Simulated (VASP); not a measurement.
MgS: single point with PBE

Crystal: MgS.

```
Mg S
1.0
     0.00000    2.83088    2.83088
     2.83088    0.00000    2.83088
     2.83088    2.83088    0.00000
Mg S
1 1
Cartesian
  0.0000 0.0000 0.0000
  1.4154 1.4154 1.4154
```

```json
{"Program": "VASP 6.6.1", "Task": "single point", "Functional": "PBE", "Potentials or basis": "VASP PAW PBE potentials, release 64 (Mg, S)", "Cutoff": "600 eV", "k mesh": "6 × 6 × 6", "Occupations": "gaussian, width 0.01 eV", "Spin": "no spin polarisation"}
```

* Pressure: 1.0 GPa
* Band gap on the k mesh: 3.46 eV, direct

Levels at points of the mesh, in eV from the valence-band top:
```tsv
k point	band 1	band 2	band 3	band 4	band 5	band 6	band 7	band 8
(0.00, 0.00, 0.00)	-11.27	0.00	0.00	0.00	3.46	7.95	7.95	7.95
(0.50, 0.00, 0.00)	-10.59	-3.13	-0.33	-0.33	5.12	7.64	7.64	8.61
(0.50, 0.50, 0.00)	-10.37	-2.81	-1.03	-1.03	3.88	5.65	11.16	12.30
```

Run time: 9 s on 1 thread of Intel(R) Xeon(R) Platinum 8259CL CPU @ 2.50GHz (Skylake/Cascade Lake), on a shared host, peak memory 0.17 GiB.

A k mesh can miss the band edges. Expect the measured gap to be larger: semilocal functionals such as PBE lack the derivative discontinuity.
